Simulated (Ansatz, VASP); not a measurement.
**Two plane-wave programs on Sn**

Contents of INCAR:

```
PREC     = Accurate       # precision mode
ENCUT    = 520            # plane-wave cutoff, eV
EDIFF    = 1E-6           # SCF threshold, eV
ISMEAR   = -1             # smearing method
SIGMA    = 0.1            # smearing width, eV
LREAL    = F              # projectors in reciprocal space
LASPH    = T              # aspherical terms in the spheres
NELM     = 100            # most SCF steps
ALGO     = Normal         # electronic algorithm
ISIF     = 2              # what is computed and relaxed
LWAVE    = F              # write WAVECAR
LCHARG   = F              # write CHGCAR
GGA      = B5             # functional
ALDAX    = 1.0          
AGGAX    = 1.0          
AGGAC    = 1.0          
ALDAC    = 0.0          
NBANDS   = 13             # bands
```

The input KPOINTS:

```
regular mesh
0
Gamma
  13 13 13
```

The input POSCAR:

```
Sn
1.0
   -1.8876770105      1.8876770105      1.8876770105
    1.8876770105     -1.8876770105      1.8876770105
    1.8876770105      1.8876770105     -1.8876770105
Sn
1
Direct
    0.0000000000      0.0000000000      0.0000000000
```

Input for Ansatz:

```yaml
crystal:
  lattice:
    - [-1.8876770105, 1.8876770105, 1.8876770105]
    - [1.8876770105, -1.8876770105, 1.8876770105]
    - [1.8876770105, 1.8876770105, -1.8876770105]
  atoms:
    - { symbol: Sn, position: [0.0, 0.0, 0.0] }
hamiltonian:
  xc: blyp
  pseudopotentials:
    kind: paw
    azcp:
      Sn: "pseudopotentials/Sn.paw.azcp"
basis:
  ecutwfc: 420
  fft_grid_basis: typed
kpoints:
  mp_grid: { grid: [13, 13, 13], shift: [0, 0, 0] }
magnetization:
  spin_polarized: false
scf:
  occupations: { method: fermi_dirac, width: 0.1 }
  lower_state_search: "off"
output:
  stress: true
```

Alike in both runs: task single point; functional BLYP; k mesh 13 × 13 × 13; occupations fermi-dirac, width 0.1 eV; no spin polarisation.

|  | VASP | Ansatz |
| --- | --- | --- |
| version | VASP 6.6.1 | Ansatz 0.2.0 |
| potentials or method | VASP PAW PBE potentials, release 64 (Sn_d), cutoff 520 eV | plane waves (420 eV) with PAW, scalar-relativistic |
| valence electrons in the cell | 14 | 14 |

```tsv
	VASP	Ansatz	Ansatz less VASP
pressure (GPa)	6.2	6.2	+0.01
```

VASP's potentials were made for PBE, not for BLYP.
